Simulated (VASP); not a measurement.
# Co (P6_3/mmc) in VASP: a series of runs

Runs on Co. Level: r2SCAN. Tasks: single point.

All numbers are computed with VASP 6.6.1; they aren't measurements. Logs are shortened: lines on timing, memory, paths and dates and some standing lists are left out, and cuts for length are marked.

### Step 1. The cell of the first run

It takes space group P6_3/mmc (No. 194, hexagonal). Conventional cell: a = 2.427 Å, b = 2.427 Å, c = 3.913 Å, α = 90.00°, β = 90.00°, γ = 120.00°. Co (site symmetry -6m2) has 12 Co at 2.41 to 2.43 Å within 3.2 Å.

### Step 2. Single point, r2SCAN

Contents of POSCAR:

```
Co
1.0
    2.4271453510      0.0000000000      0.0000000000
   -1.2135726755      2.1019695327      0.0000000000
    0.0000000000      0.0000000000      3.9126468255
Co
2
Direct
    0.3333333333      0.6666666667      0.2500000000
    0.6666666667      0.3333333333      0.7500000000
```

Contents of INCAR.step1:

```
PREC = Accurate ; ENCUT = 520
ISMEAR = -1 ; SIGMA = 0.1
LREAL = False ; LASPH = True
NELM = 80 ; NBANDS = 16
GGA = PE ; ALGO = Normal
EDIFF = 1E-4 ; LWAVE = True
LCHARG = False
```

Contents of INCAR.step2:

```
PREC = Accurate ; ENCUT = 520
EDIFF = 1E-6 ; ISMEAR = -1
SIGMA = 0.1 ; LREAL = False
LASPH = True ; NELM = 80
ALGO = Normal ; ISIF = 2
LWAVE = False ; LCHARG = True
METAGGA = R2SCAN ; LMIXTAU = True
LELF = True ; LVHAR = True
NBANDS = 16 ; ISTART = 1
```

Contents of KPOINTS:

```
regular mesh
0
Gamma
  8 8 4
```

Potentials or basis: VASP PAW PBE potentials, release 64 (Co).

The run is started by

```sh
$ cat potpaw_PBE.64/Co/POTCAR > POTCAR
$ cp INCAR.step1 INCAR
$ mpirun -np 1 vasp_std > vasp.out
$ cp INCAR.step2 INCAR
$ mpirun -np 1 vasp_std > vasp.out
```

OUTCAR:

```text
PREC = Accurate
   ENCUT = 520
   EDIFF = 1E-6
   ISMEAR = -1
   LREAL = False
   LASPH = True
   NELM = 80
   ISIF = 2
   METAGGA = R2SCAN
   ISTART = 1

 ion  position               nearest neighbor table
   1  0.333  0.667  0.250-   2 2.41   2 2.41   2 2.41   2 2.41   2 2.41   2 2.41
   2  0.667  0.333  0.750-   1 2.41   1 2.41   1 2.41   1 2.41   1 2.41   1 2.41

  LATTYP: Found a hexagonal cell.
 ALAT       =     2.4271453510
 C/A-ratio  =     1.6120364707

  Lattice vectors:

 A1 = (   2.4271453510,   0.0000000000,   0.0000000000)
 A2 = (  -1.2135726755,   2.1019695327,   0.0000000000)
 A3 = (   0.0000000000,   0.0000000000,   3.9126468255)

Analysis of symmetry for initial positions (statically):
=====================================================================
 Subroutine PRICEL returns:
 Original cell was already a primitive cell.

 Routine SETGRP: Setting up the symmetry group for a
 hexagonal supercell.

 Subroutine GETGRP returns: Found 24 space group operations
 (whereof 12 operations were pure point group operations)
 out of a pool of 24 trial point group operations.

The static configuration has the point symmetry D_3d.
 The point group associated with its full space group is D_6h.

Analysis of symmetry for dynamics (positions and initial velocities):
=====================================================================
 Subroutine PRICEL returns:
 Original cell was already a primitive cell.

 Routine SETGRP: Setting up the symmetry group for a
 hexagonal supercell.

 Subroutine GETGRP returns: Found 24 space group operations
 (whereof 12 operations were pure point group operations)
 out of a pool of 24 trial point group operations.

The dynamic configuration has the point symmetry D_3d.
 The point group associated with its full space group is D_6h.

 Subroutine INISYM returns: Found 24 space group operations
 (whereof 12 operations are pure point group operations),
 and found     1 'primitive' translations

----------------------------------------------------------------------------------------

                                     Primitive cell

  volume of cell :      19.9615

  direct lattice vectors                    reciprocal lattice vectors
     2.427145351  0.000000000  0.000000000     0.412006640  0.237872144  0.000000000
    -1.213572676  2.101969533  0.000000000     0.000000000  0.475744289  0.000000000
     0.000000000  0.000000000  3.912646825     0.000000000  0.000000000  0.255581463

  length of vectors
     2.427145351  2.427145351  3.912646825     0.475744289  0.475744289  0.255581463

  position of ions in fractional coordinates (direct lattice)
     0.333333333  0.666666667  0.250000000
     0.666666667  0.333333333  0.750000000

  ion indices of the primitive-cell ions
   primitive index   ion index
                 1           1
                 2           2

----------------------------------------------------------------------------------------

 KPOINTS: regular mesh

Automatic generation of k-mesh.
 Grid dimensions read from file:
 generate k-points for:    8    8    4

 Generating k-lattice:

  Cartesian coordinates                     Fractional coordinates (reciprocal lattice)
     0.051500830  0.029734018  0.000000000     0.125000000  0.000000000  0.000000000
     0.000000000  0.059468036  0.000000000     0.000000000  0.125000000  0.000000000
     0.000000000  0.000000000  0.063895366     0.000000000  0.000000000  0.250000000

  Length of vectors
     0.059468036  0.059468036  0.063895366

  Shift w.r.t. Gamma in fractional coordinates (k-lattice)
     0.000000000  0.000000000  0.000000000

 Subroutine IBZKPT returns following result:
 ===========================================

 Found     30 irreducible k-points:

 Following reciprocal coordinates:
            Coordinates               Weight
  0.000000  0.000000  0.000000      1.000000
  0.125000  0.000000  0.000000      6.000000
  0.250000  0.000000  0.000000      6.000000
  0.375000 -0.000000  0.000000      6.000000
  0.500000  0.000000  0.000000      3.000000
  0.125000  0.125000  0.000000      6.000000
[... 16 lines left out ...]
  0.250000  0.000000  0.500000      6.000000
  0.375000 -0.000000  0.500000      6.000000
 [... further k-points ...]
   k-points           NKPTS =     30   k-points in BZ     NKDIM =     30   number of bands    NBANDS=     16
   number of dos      NEDOS =    301   number of ions     NIONS =      2
   total plane-waves  NPLWV =   9720
   dimension x,y,z NGX =    18 NGY =   18 NGZ =   30
   dimension x,y,z NGXF=    36 NGYF=   36 NGZF=   60
   ions per type =               2
   NGX,Y,Z   is equivalent  to a cutoff of  12.33, 12.33, 12.75 a.u.
   NGXF,Y,Z  is equivalent  to a cutoff of  24.66, 24.66, 25.49 a.u.
 SYSTEM =  unknown system
   PREC   = accura    normal or accurate (medium, high low for compatibility)
   ISTART =      1    job   : 0-new  1-cont  2-samecut
   ICHARG =      0    charge: 1-file 2-atom 10-const
   ISPIN  =      1    spin polarized calculation?
   LNONCOLLINEAR =      F non collinear calculations
   LSORBIT =      F    spin-orbit coupling
   LASPH  =      T    aspherical Exc in radial PAW
   ENCUT  =  520.0 eV  38.22 Ry    6.18 a.u.   4.51  4.51  7.27*2*pi/ulx,y,z
   NELM   =     80;   NELMIN=  2; NELMDL=  0     # of ELM steps
   EDIFF  = 0.1E-05   stopping-criterion for ELM
   LREAL  =      F    real-space projection
   EDIFFG = 0.1E-04   stopping-criterion for IOM
   NSW    =      0    number of steps for IOM
   IBRION =     -1    ionic relax: 0-MD 1-quasi-New 2-CG
   NFREE  =      0    steps in history (QN), initial steepest desc. (CG)
   ISIF   =      2    stress and relaxation
   ISYM   =      2    0-nonsym 1-usesym 2-fastsym
   POTIM  = 0.5000    time-step for ionic-motion
   TEBEG  =    0.0;   TEEND  =   0.0 temperature during run
   PSTRESS=    0.0 pullay stress
   NELECT =      18.0000    total number of electrons
   NUPDOWN=      -1.0000    fix difference up-down
   EMIN   =  10.00;   EMAX   =-10.00  energy-range for DOS
   EFERMI =   0.00;   METHOD = LEGACY
   ISMEAR =    -1;   SIGMA  =   0.10  broadening in eV -4-tet -1-fermi 0-gaus
   EFERMI_NEDOS =   21; number of points for ismear=-14 and -15
   IALGO  =     38    algorithm
   IMIX   =      4    mixing-type and parameters
     AMIX     =   0.40;   BMIX     =  1.00
     AMIX_MAG =   1.60;   BMIX_MAG =  1.00
  volume/ion in A,a.u.               =       9.98        67.35
  Fermi-wavevector in a.u.,A,eV,Ry     =   1.581617  2.988823 34.035151  2.501513
  Thomas-Fermi vector in A             =   2.681665
   LORBIT       =      0    0 simple, 1 ext, 2 COOP (PROOUT), +10 PAW based schemes
   METAGGA = R2SCAN    functional components
   LHFCALC =     F    Hartree Fock is set to
   AEXX    =    0.0000 exact exchange contribution
   IVDW    =     0    specifies the selected vdW correction
   LEPSILON=     F    determine dielectric tensor
   LRPA    =     F    only Hartree local field effects (RPA)
 non-spin polarized calculation
  energy-cutoff  :      520.00
  volume of cell :       19.96
 maximum number of plane-waves:       555
   NGX =  9   NGY =  9   NGZ = 15

 number of electron      17.9999995 magnetization

 Free energy of the ion-electron system (eV)
  ---------------------------------------------------
  ext. energy  EPLUGINS =         0.00000000
  ---------------------------------------------------
  free energy    TOTEN  =       -25.48871899 eV

  energy without entropy =      -25.32018666  energy(sigma->0) =      -25.40445282

 E-fermi :  11.2659     XC(G=0): -15.1900

 val. band max:       11.2587164138   @ k =   0.3750   0.2500   0.2500
 cond. band min:      11.2700455063   @ k =   0.3750   0.1250   0.0000
 fundamental gap:      0.0113290925
 Fermi energy:        11.2658621704

 k-point     1 :       0.0000    0.0000    0.0000
  band No.  band energies     occupation
      1       1.4568      2.00000
      2       5.9865      2.00000
      3       9.2289      2.00000
      4       9.2294      2.00000
      5       9.2295      2.00000
      6       9.6242      2.00000
[... 8 lines left out ...]
     15      38.4338      0.00000
     16      38.7003      0.00000

 k-point     2 :       0.1250    0.0000    0.0000
  band No.  band energies     occupation
      1       2.0575      2.00000
      2       6.3525      2.00000
      3       8.7558      2.00000
      4       9.2321      2.00000
      5       9.4388      2.00000
      6       9.5317      2.00000
[... 8 lines left out ...]
     15      34.9137      0.00000
     16      35.2147      0.00000

 k-point     3 :       0.2500    0.0000    0.0000
  band No.  band energies     occupation
      1       3.6944      2.00000
      2       6.9514      2.00000
      3       7.8831      2.00000
      4       8.2955      2.00000
      5       9.2159      2.00000
      6       9.4571      2.00000
[... 8 lines left out ...]
     15      31.3341      0.00000
     16      33.1921      0.00000

 k-point     4 :       0.3750   -0.0000    0.0000
  band No.  band energies     occupation
      1       5.6071      2.00000
      2       6.7837      2.00000
      3       7.0681      2.00000
      4       8.4123      2.00000
      5       9.1321      2.00000
      6       9.3498      2.00000
[... 8 lines left out ...]
     15      28.4508      0.00000
     16      28.7963      0.00000

 k-point     5 :       0.5000    0.0000    0.0000
  band No.  band energies     occupation
      1       6.4197      2.00000
      2       6.4755      2.00000
      3       6.7983      2.00000
      4       8.8075      2.00000
      5       9.0078      2.00000
      6       9.2274      2.00000
[... 8 lines left out ...]
     15      25.4489      0.00000
     16      27.2544      0.00000

 k-point     6 :       0.1250    0.1250    0.0000
  band No.  band energies     occupation
      1       3.1873      2.00000
      2       6.9039      2.00000
      3       8.2382      2.00000
      4       8.2725      2.00000
      5       9.2878      2.00000
      6       9.3688      2.00000
[... 8 lines left out ...]
     15      29.1271      0.00000
     16      35.5115      0.00000

 k-point     7 :       0.2500    0.1250    0.0000
  band No.  band energies     occupation
      1       5.0727      2.00000
      2       7.1763      2.00000
      3       7.3747      2.00000
      4       7.9585      2.00000
      5       9.0035      2.00000
      6       9.3374      2.00000
[... 8 lines left out ...]
     15      26.4057      0.00000
     16      30.9718      0.00000

 k-point     8 :       0.3750    0.1250    0.0000
  band No.  band energies     occupation
      1       6.4817      2.00000
      2       6.8366      2.00000
      3       6.9253      2.00000
      4       8.3189      2.00000
      5       8.8976      2.00000
      6       9.2326      2.00000
[... 8 lines left out ...]
     15      24.8401      0.00000
     16      26.7733      0.00000

 k-point     9 :       0.2500    0.2500    0.0000
  band No.  band energies     occupation
      1       6.6746      2.00000
      2       7.0759      2.00000
      3       7.4808      2.00000
      4       7.4871      2.00000
      5       8.7314      2.00000
      6       9.2736      2.00000
[... 8 lines left out ...]
     15      23.4331      0.00000
     16      29.5075      0.00000
[... 172 lines left out ...]
 k-point    19 :       0.2500    0.2500    0.2500
  band No.  band energies     occupation
      1       6.7298      2.00000
      2       6.9733      2.00000
      3       7.6259      2.00000
      4       7.9060      2.00000
      5       8.9067      2.00000
      6       8.9313      2.00000
[... 8 lines left out ...]
     15      25.3690      0.00000
     16      27.0920      0.00000

 k-point    20 :       0.3750    0.2500    0.2500
  band No.  band energies     occupation
      1       6.8957      2.00000
      2       7.4776      2.00000
      3       7.6124      2.00000
      4       7.6915      2.00000
      5       8.6597      2.00000
      6       8.9749      2.00000
[... 8 lines left out ...]
     15      23.0314      0.00000
     16      26.0680      0.00000

 k-point    21 :       0.0000    0.0000    0.5000
  band No.  band energies     occupation
      1       3.9766      2.00000
      2       3.9766      2.00000
      3       8.7261      2.00000
      4       8.7261      2.00000
      5       9.1428      2.00000
      6       9.1428      2.00000
[... 8 lines left out ...]
     15      35.7138      0.00000
     16      35.7138      0.00000

 k-point    22 :       0.1250    0.0000    0.5000
  band No.  band energies     occupation
      1       4.4796      2.00000
      2       4.4796      2.00000
      3       8.4291      2.00000
      4       8.4291      2.00000
      5       9.1147      2.00000
      6       9.1147      2.00000
[... 8 lines left out ...]
     15      33.1673      0.00000
     16      33.1673      0.00000

 k-point    23 :       0.2500    0.0000    0.5000
  band No.  band energies     occupation
      1       5.5949      2.00000
      2       5.5949      2.00000
      3       8.0907      2.00000
      4       8.0907      2.00000
      5       9.0757      2.00000
      6       9.0757      2.00000
[... 8 lines left out ...]
     15      30.0205      0.00000
     16      30.0205      0.00000

 k-point    24 :       0.3750   -0.0000    0.5000
  band No.  band energies     occupation
      1       6.1341      2.00000
      2       6.1341      2.00000
      3       7.8573      2.00000
      4       7.8573      2.00000
      5      10.1086      1.99998
      6      10.1086      1.99998
[... 8 lines left out ...]
     15      31.6575      0.00000
     16      31.6575      0.00000

 [... further k-points ...]
[... 5 lines left out ...]
  --------------------------------------------------------------------------------------
  -------------------------------------------------------------------------------------
  Total        0.0352964      0.0352964      0.0101112      0.0000000      0.0000000      0.0000000
  in kB        2.8330070      2.8330070      0.8115565      0.0000000      0.0000000      0.0000000
  external PRESSURE =       2.1591901 kB  Pullay stress =       0.0000000 kB

 VOLUME and BASIS-vectors are now :
 -----------------------------------------------------------------------------
  energy-cutoff  :      520.00
  volume of cell :       19.96
      direct lattice vectors                 reciprocal lattice vectors
     2.427145351  0.000000000  0.000000000     0.412006640  0.237872144  0.000000000
    -1.213572676  2.101969533  0.000000000     0.000000000  0.475744289  0.000000000
     0.000000000  0.000000000  3.912646825     0.000000000  0.000000000  0.255581463

 POSITION                                       TOTAL-FORCE (eV/Angst)
 -----------------------------------------------------------------------------------
     -0.00000      1.40131      0.97816         0.000000      0.000000      0.000000
      1.21357      0.70066      2.93449        -0.000000     -0.000000      0.000000
 -----------------------------------------------------------------------------------
    total drift:                                0.000000     -0.000000     -0.000000

  FREE ENERGIE OF THE ION-ELECTRON SYSTEM (eV)
  ---------------------------------------------------
  free  energy   TOTEN  =       -25.4887189851 eV

  energy  without entropy=      -25.3201866579  energy(sigma->0) =      -25.40445282
```

Run time: 30 s. Hardware: 1 thread of Intel Xeon Platinum 8375C at 2.90GHz (Ice Lake), shared host; peak memory 0.13 GiB.

What came out:

```
Free energy            : -25.4887 eV
Pressure               : 0.2 GPa
Band gap on the k mesh : zero (band 9 reaches 11.65 eV, above the bottom of band 10 at 9.99 eV)
```

Caveat: the k points lie up to 0.40 Å⁻¹ apart; the PAW data sets were made with another functional, which shifts forces and pressure a little; the run has no spin polarisation, though such a crystal can be magnetic. Spin polarisation is off, so any magnetic state and its effect on volume and gap are missing.

### Step 3. Single point, r2SCAN

Contents of POSCAR:

```
Co
1.0
    2.4271453497      0.0000000000      0.0000000000
   -1.2135726748      2.1019695315      0.0000000000
    0.0000000000      0.0000000000      3.9126468217
Co
2
Direct
    0.3333333333      0.6666666667      0.2500000000
    0.6666666667      0.3333333333      0.7500000000
```

Contents of INCAR.step1:

```
SYSTEM = Co
PREC = Accurate
ENCUT = 520
ISMEAR = -1
SIGMA = 0.1
LREAL = .False.
LASPH = .True.
NELM = 80
NBANDS = 16
GGA = PE
ALGO = Normal
EDIFF = 1E-4
LWAVE = .True.
LCHARG = .False.
```

Contents of INCAR.step2:

```
SYSTEM = Co
PREC = Accurate
ENCUT = 520
EDIFF = 1E-6
ISMEAR = -1
SIGMA = 0.1
LREAL = .False.
LASPH = .True.
NELM = 80
ALGO = Normal
ISIF = 2
LWAVE = .False.
LCHARG = .True.
METAGGA = R2SCAN
LMIXTAU = .True.
LELF = .True.
LVHAR = .True.
NBANDS = 16
ISTART = 1
```

Contents of KPOINTS:

```
regular mesh
0
Gamma
  14 14 8
  0 0 0
```

Potentials or basis: VASP PAW PBE potentials, release 64 (Co).

The run is started by

```sh
$ cat potpaw_PBE.64/Co/POTCAR > POTCAR
$ cp INCAR.step1 INCAR
$ mpirun -np 1 vasp_std > vasp.out
$ cp INCAR.step2 INCAR
$ mpirun -np 1 vasp_std > vasp.out
```

It took 1.9 min on 1 thread of Intel Xeon 6975P-C, shared host; peak memory 0.16 GiB.

The run converged. Its results:

- Free energy: -25.4930 eV
- Pressure: 0.2 GPa
- Band gap on the k mesh: zero (band 9 reaches 11.66 eV, above the bottom of band 10 at 9.98 eV)

Levels at points of the mesh, in eV from the Fermi level:
```tsv
k point	band 6	band 7	band 8	band 9	band 10	band 11	band 12	band 13
(0.00, 0.00, 0.00)	-1.64	-1.64	-1.24	-1.24	-0.16	0.11	0.11	7.94
(0.50, 0.00, 0.00)	-2.04	-1.58	0.28	0.39	0.46	2.10	4.33	11.01
(0.00, 0.00, 0.50)	-2.12	-2.12	-2.12	-0.26	-0.26	-0.26	-0.26	16.91
(0.50, 0.00, 0.50)	-1.09	-0.40	-0.40	0.39	0.39	2.02	2.02	8.78
```

Caveat: the PAW data sets were made with another functional, which shifts forces and pressure a little; the run has no spin polarisation, though such a crystal can be magnetic.
